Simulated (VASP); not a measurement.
# Ca (Fd-3m) in VASP: further runs

The runs below take Ca through single point, relaxation of cell and atoms, with PBE.

All numbers are computed with VASP 6.6.1; they aren't measurements. Logs are shortened: lines on timing, memory, paths and dates and some standing lists are left out, and cuts for length are marked.

### Step 1. The cell of the first run

Symmetry: Fd-3m, No. 227, cubic system. The conventional cell has a = 8.600 Å, b = 8.600 Å, c = 8.600 Å, α = 90.00°, β = 90.00°, γ = 90.00°. Within 4.9 Å of Ca (site symmetry -43m) lie 4 Ca at 3.72 Å.

### Step 2. Single point, PBE

The input, INCAR:

```
  ALGO = Normal
  EDIFF = 1E-7
  ENCUT = 520
  GGA = PE
  ISIF = 2
  ISMEAR = -1
  LASPH = True
  LCHARG = True
  LELF = True
  LREAL = False
  LVHAR = True
  LWAVE = False
  NBANDS = 17
  NELM = 80
  PREC = Accurate
  SIGMA = 0.08
```

The input, KPOINTS:

```
k-points
0
Gamma
  10 10 10
```

The input, POSCAR:

```
Ca
1.0
    0.0000000000      4.3001276577      4.3001276577
    4.3001276577      0.0000000000      4.3001276577
    4.3001276577      4.3001276577      0.0000000000
Ca
2
Direct
   -0.1250000000     -0.1250000000     -0.1250000000
    0.1250000000      0.1250000000      0.1250000000
```

Potentials or basis: VASP PAW PBE potentials, release 64 (Ca_sv).

Started as:

```bash
cat potpaw_PBE.64/Ca_sv/POTCAR > POTCAR
mpirun -np 1 vasp_std > vasp.out
```

OUTCAR:

```text
EDIFF = 1E-7
   ENCUT = 520
   GGA = PE
   ISIF = 2
   ISMEAR = -1
   LASPH = True
   LREAL = False
   NELM = 80
   PREC = Accurate

 ion  position               nearest neighbor table
   1  0.875  0.875  0.875-
   2  0.125  0.125  0.125-

  LATTYP: Found a face centered cubic cell.
 ALAT       =     8.6002553154

  Lattice vectors:

 A1 = (   0.0000000000,   4.3001276577,   4.3001276577)
 A2 = (   4.3001276577,   0.0000000000,   4.3001276577)
 A3 = (   4.3001276577,   4.3001276577,   0.0000000000)

Analysis of symmetry for initial positions (statically):
=====================================================================
 Subroutine PRICEL returns:
 Original cell was already a primitive cell.

 Routine SETGRP: Setting up the symmetry group for a
 face centered cubic supercell.

 Subroutine GETGRP returns: Found 48 space group operations
 (whereof 12 operations were pure point group operations)
 out of a pool of 48 trial point group operations.

The static configuration has the point symmetry D_3d.
 The point group associated with its full space group is O_h .

Analysis of symmetry for dynamics (positions and initial velocities):
=====================================================================
 Subroutine PRICEL returns:
 Original cell was already a primitive cell.

 Routine SETGRP: Setting up the symmetry group for a
 face centered cubic supercell.

 Subroutine GETGRP returns: Found 48 space group operations
 (whereof 12 operations were pure point group operations)
 out of a pool of 48 trial point group operations.

The dynamic configuration has the point symmetry D_3d.
 The point group associated with its full space group is O_h .

 Subroutine INISYM returns: Found 48 space group operations
 (whereof 12 operations are pure point group operations),
 and found     1 'primitive' translations

----------------------------------------------------------------------------------------

                                     Primitive cell

  volume of cell :     159.0282

  direct lattice vectors                    reciprocal lattice vectors
     0.000000000  4.300127658  4.300127658    -0.116275618  0.116275618  0.116275618
     4.300127658  0.000000000  4.300127658     0.116275618 -0.116275618  0.116275618
     4.300127658  4.300127658  0.000000000     0.116275618  0.116275618 -0.116275618

  length of vectors
     6.081298853  6.081298853  6.081298853     0.201395278  0.201395278  0.201395278

  position of ions in fractional coordinates (direct lattice)
     0.875000000  0.875000000  0.875000000
     0.125000000  0.125000000  0.125000000

  ion indices of the primitive-cell ions
   primitive index   ion index
                 1           1
                 2           2

----------------------------------------------------------------------------------------

 KPOINTS: k-points

Automatic generation of k-mesh.
 Grid dimensions read from file:
 generate k-points for:   10   10   10

 Generating k-lattice:

  Cartesian coordinates                     Fractional coordinates (reciprocal lattice)
    -0.011627562  0.011627562  0.011627562     0.100000000  0.000000000  0.000000000
     0.011627562 -0.011627562  0.011627562     0.000000000  0.100000000  0.000000000
     0.011627562  0.011627562 -0.011627562     0.000000000  0.000000000  0.100000000

  Length of vectors
     0.020139528  0.020139528  0.020139528

  Shift w.r.t. Gamma in fractional coordinates (k-lattice)
     0.000000000  0.000000000  0.000000000

 Subroutine IBZKPT returns following result:
 ===========================================

 Found     47 irreducible k-points:

 Following reciprocal coordinates:
            Coordinates               Weight
  0.000000  0.000000  0.000000      1.000000
  0.100000  0.000000  0.000000      8.000000
  0.200000  0.000000  0.000000      8.000000
  0.300000  0.000000  0.000000      8.000000
  0.400000  0.000000  0.000000      8.000000
  0.500000  0.000000  0.000000      4.000000
[... 16 lines left out ...]
  0.300000  0.300000  0.000000      6.000000
  0.400000  0.300000  0.000000     24.000000
 [... further k-points ...]
   k-points           NKPTS =     47   k-points in BZ     NKDIM =     47   number of bands    NBANDS=     17
   number of dos      NEDOS =    301   number of ions     NIONS =      2
   total plane-waves  NPLWV = 110592
   dimension x,y,z NGX =    48 NGY =   48 NGZ =   48
   dimension x,y,z NGXF=    96 NGYF=   96 NGZF=   96
   ions per type =               2
   NGX,Y,Z   is equivalent  to a cutoff of  13.12, 13.12, 13.12 a.u.
   NGXF,Y,Z  is equivalent  to a cutoff of  26.24, 26.24, 26.24 a.u.
 SYSTEM =  unknown system
   PREC   = accura    normal or accurate (medium, high low for compatibility)
   ISTART =      0    job   : 0-new  1-cont  2-samecut
   ICHARG =      2    charge: 1-file 2-atom 10-const
   ISPIN  =      1    spin polarized calculation?
   LNONCOLLINEAR =      F non collinear calculations
   LSORBIT =      F    spin-orbit coupling
   LASPH  =      T    aspherical Exc in radial PAW
   ENCUT  =  520.0 eV  38.22 Ry    6.18 a.u.  11.31 11.31 11.31*2*pi/ulx,y,z
   NELM   =     80;   NELMIN=  2; NELMDL= -5     # of ELM steps
   EDIFF  = 0.1E-06   stopping-criterion for ELM
   LREAL  =      F    real-space projection
   EDIFFG = 0.1E-05   stopping-criterion for IOM
   NSW    =      0    number of steps for IOM
   IBRION =     -1    ionic relax: 0-MD 1-quasi-New 2-CG
   NFREE  =      0    steps in history (QN), initial steepest desc. (CG)
   ISIF   =      2    stress and relaxation
   ISYM   =      2    0-nonsym 1-usesym 2-fastsym
   POTIM  = 0.5000    time-step for ionic-motion
   TEBEG  =    0.0;   TEEND  =   0.0 temperature during run
   PSTRESS=    0.0 pullay stress
   NELECT =      20.0000    total number of electrons
   NUPDOWN=      -1.0000    fix difference up-down
   EMIN   =  10.00;   EMAX   =-10.00  energy-range for DOS
   EFERMI =   0.00;   METHOD = LEGACY
   ISMEAR =    -1;   SIGMA  =   0.08  broadening in eV -4-tet -1-fermi 0-gaus
   EFERMI_NEDOS =   21; number of points for ismear=-14 and -15
   IALGO  =     38    algorithm
   IMIX   =      4    mixing-type and parameters
     AMIX     =   0.40;   BMIX     =  1.00
     AMIX_MAG =   1.60;   BMIX_MAG =  1.00
  volume/ion in A,a.u.               =      79.51       536.59
  Fermi-wavevector in a.u.,A,eV,Ry     =   0.820213  1.549978  9.153318  0.672750
  Thomas-Fermi vector in A             =   1.931156
   LORBIT       =      0    0 simple, 1 ext, 2 COOP (PROOUT), +10 PAW based schemes
   GGA     = PE    functional components
   LHFCALC =     F    Hartree Fock is set to
   AEXX    =    0.0000 exact exchange contribution
   IVDW    =     0    specifies the selected vdW correction
   LEPSILON=     F    determine dielectric tensor
   LRPA    =     F    only Hartree local field effects (RPA)
 non-spin polarized calculation
  energy-cutoff  :      520.00
  volume of cell :      159.03
 maximum number of plane-waves:      4314
 NGX is ok and might be reduce to    48
   NGX = 23   NGY = 23   NGZ = 23

 number of electron      19.9999999 magnetization

 Free energy of the ion-electron system (eV)
  ---------------------------------------------------
  ext. energy  EPLUGINS =         0.00000000
  ---------------------------------------------------
  free energy    TOTEN  =        -1.80599983 eV

  energy without entropy =       -1.73498514  energy(sigma->0) =       -1.77049249

 E-fermi :  -0.0698     XC(G=0):  -5.8181

 val. band max:       -0.0766653968   @ k =   0.4000   0.3000   0.1000
 cond. band min:      -0.0435252714   @ k =  -0.2000   0.2000   0.0000
 fundamental gap:      0.0331401253
 Fermi energy:        -0.0697875415

 k-point     1 :       0.0000    0.0000    0.0000
  band No.  band energies     occupation
      1     -43.2508      2.00000
      2     -43.2344      2.00000
      3     -24.2320      2.00000
      4     -24.2320      2.00000
      5     -24.2320      2.00000
      6     -24.1722      2.00000
[... 9 lines left out ...]
     16       1.3246      0.00000
     17       1.3246      0.00000

 k-point     2 :       0.1000    0.0000    0.0000
  band No.  band energies     occupation
      1     -43.2505      2.00000
      2     -43.2347      2.00000
      3     -24.2326      2.00000
      4     -24.2326      2.00000
      5     -24.2317      2.00000
      6     -24.1726      2.00000
[... 9 lines left out ...]
     16       1.3286      0.00000
     17       1.3286      0.00000

 k-point     3 :       0.2000    0.0000    0.0000
  band No.  band energies     occupation
      1     -43.2497      2.00000
      2     -43.2355      2.00000
      3     -24.2340      2.00000
      4     -24.2340      2.00000
      5     -24.2308      2.00000
      6     -24.1737      2.00000
[... 9 lines left out ...]
     16       1.3582      0.00000
     17       1.3582      0.00000

 k-point     4 :       0.3000    0.0000    0.0000
  band No.  band energies     occupation
      1     -43.2485      2.00000
      2     -43.2368      2.00000
      3     -24.2356      2.00000
      4     -24.2356      2.00000
      5     -24.2296      2.00000
      6     -24.1751      2.00000
[... 9 lines left out ...]
     16       1.4455      0.00000
     17       1.4455      0.00000

 k-point     5 :       0.4000    0.0000    0.0000
  band No.  band energies     occupation
      1     -43.2473      2.00000
      2     -43.2380      2.00000
      3     -24.2369      2.00000
      4     -24.2369      2.00000
      5     -24.2286      2.00000
      6     -24.1763      2.00000
[... 9 lines left out ...]
     16       1.5738      0.00000
     17       1.5738      0.00000

 k-point     6 :       0.5000    0.0000    0.0000
  band No.  band energies     occupation
      1     -43.2467      2.00000
      2     -43.2385      2.00000
      3     -24.2374      2.00000
      4     -24.2374      2.00000
      5     -24.2282      2.00000
      6     -24.1767      2.00000
[... 9 lines left out ...]
     16       1.6457      0.00000
     17       1.6457      0.00000

 k-point     7 :       0.1000    0.1000    0.0000
  band No.  band energies     occupation
      1     -43.2504      2.00000
      2     -43.2348      2.00000
      3     -24.2332      2.00000
      4     -24.2332      2.00000
      5     -24.2306      2.00000
      6     -24.1737      2.00000
[... 9 lines left out ...]
     16       1.3248      0.00000
     17       1.3248      0.00000

 k-point     8 :       0.2000    0.1000    0.0000
  band No.  band energies     occupation
      1     -43.2497      2.00000
      2     -43.2355      2.00000
      3     -24.2347      2.00000
      4     -24.2346      2.00000
      5     -24.2291      2.00000
      6     -24.1753      2.00000
[... 9 lines left out ...]
     16       1.3384      0.00000
     17       1.3429      0.00000
[... 203 lines left out ...]
      1     -43.2459      2.00000
      2     -43.2393      2.00000
      3     -24.2414      2.00000
      4     -24.2394      2.00000
      5     -24.2193      2.00000
      6     -24.1855      2.00000
[... 9 lines left out ...]
     16       1.5841      0.00000
     17       1.6269      0.00000

 k-point    20 :      -0.4000    0.2000    0.0000
  band No.  band energies     occupation
      1     -43.2458      2.00000
      2     -43.2394      2.00000
      3     -24.2420      2.00000
      4     -24.2388      2.00000
      5     -24.2195      2.00000
      6     -24.1853      2.00000
[... 9 lines left out ...]
     16       1.5528      0.00000
     17       1.7416      0.00000

 k-point    21 :      -0.3000    0.2000    0.0000
  band No.  band energies     occupation
      1     -43.2467      2.00000
      2     -43.2385      2.00000
      3     -24.2413      2.00000
      4     -24.2374      2.00000
      5     -24.2219      2.00000
      6     -24.1828      2.00000
[... 9 lines left out ...]
     16       1.4457      0.00000
     17       1.7227      0.00000

 k-point    22 :      -0.2000    0.2000    0.0000
  band No.  band energies     occupation
      1     -43.2480      2.00000
      2     -43.2372      2.00000
      3     -24.2393      2.00000
      4     -24.2358      2.00000
      5     -24.2254      2.00000
      6     -24.1792      2.00000
[... 9 lines left out ...]
     16       1.3824      0.00000
     17       1.5470      0.00000

 k-point    23 :       0.3000    0.3000    0.0000
  band No.  band energies     occupation
      1     -43.2474      2.00000
      2     -43.2378      2.00000
      3     -24.2395      2.00000
      4     -24.2395      2.00000
      5     -24.2199      2.00000
      6     -24.1848      2.00000
[... 9 lines left out ...]
     16       1.3413      0.00000
     17       1.3413      0.00000

 k-point    24 :       0.4000    0.3000    0.0000
  band No.  band energies     occupation
      1     -43.2463      2.00000
      2     -43.2390      2.00000
      3     -24.2411      2.00000
      4     -24.2407      2.00000
      5     -24.2162      2.00000
      6     -24.1887      2.00000
[... 9 lines left out ...]
     16       1.3885      0.00000
     17       1.4803      0.00000

 [... further k-points ...]
[... 5 lines left out ...]
  --------------------------------------------------------------------------------------
  -------------------------------------------------------------------------------------
  Total        0.0129269      0.0129269      0.0129269     -0.0000000     -0.0000000      0.0000000
  in kB        0.1302356      0.1302356      0.1302356     -0.0000000     -0.0000000      0.0000000
  external PRESSURE =       0.1302356 kB  Pullay stress =       0.0000000 kB

 VOLUME and BASIS-vectors are now :
 -----------------------------------------------------------------------------
  energy-cutoff  :      520.00
  volume of cell :      159.03
      direct lattice vectors                 reciprocal lattice vectors
     0.000000000  4.300127658  4.300127658    -0.116275618  0.116275618  0.116275618
     4.300127658  0.000000000  4.300127658     0.116275618 -0.116275618  0.116275618
     4.300127658  4.300127658  0.000000000     0.116275618  0.116275618 -0.116275618

 POSITION                                       TOTAL-FORCE (eV/Angst)
 -----------------------------------------------------------------------------------
      7.52522      7.52522      7.52522        -0.000000     -0.000000     -0.000000
      1.07503      1.07503      1.07503         0.000000      0.000000      0.000000
 -----------------------------------------------------------------------------------
    total drift:                                0.000000      0.000000      0.000000

  FREE ENERGIE OF THE ION-ELECTRON SYSTEM (eV)
  ---------------------------------------------------
  free  energy   TOTEN  =        -1.8059998341 eV

  energy  without entropy=       -1.7349851423  energy(sigma->0) =       -1.77049249
```

It took 87 s on 1 thread of Intel Xeon 6975P-C (Granite Rapids), shared host; peak memory 0.37 GiB.

Results:

| Property | Result |
| --- | --- |
| Free energy | -1.8060 eV |
| Pressure | 0.0 GPa |
| Band gap on the k mesh | zero (band 10 reaches 0.55 eV, above the bottom of band 11 at -0.22 eV) |

Levels at points of the mesh, in eV from the Fermi level:
```csv
k point,band 6,band 7,band 8,band 9,band 10,band 11,band 12,band 13,band 14,band 15
"(0.00, 0.00, 0.00)",-24.10,-24.10,-24.10,-2.99,0.62,0.62,0.62,0.86,0.86,1.39
"(0.50, 0.00, 0.00)",-24.11,-24.10,-24.10,-1.88,-0.88,0.72,0.73,0.73,0.78,0.78
"(0.50, 0.50, 0.00)",-24.13,-24.09,-24.09,-1.07,-1.07,0.22,0.22,0.77,0.77,1.45
```

[end of part 1 of 2]
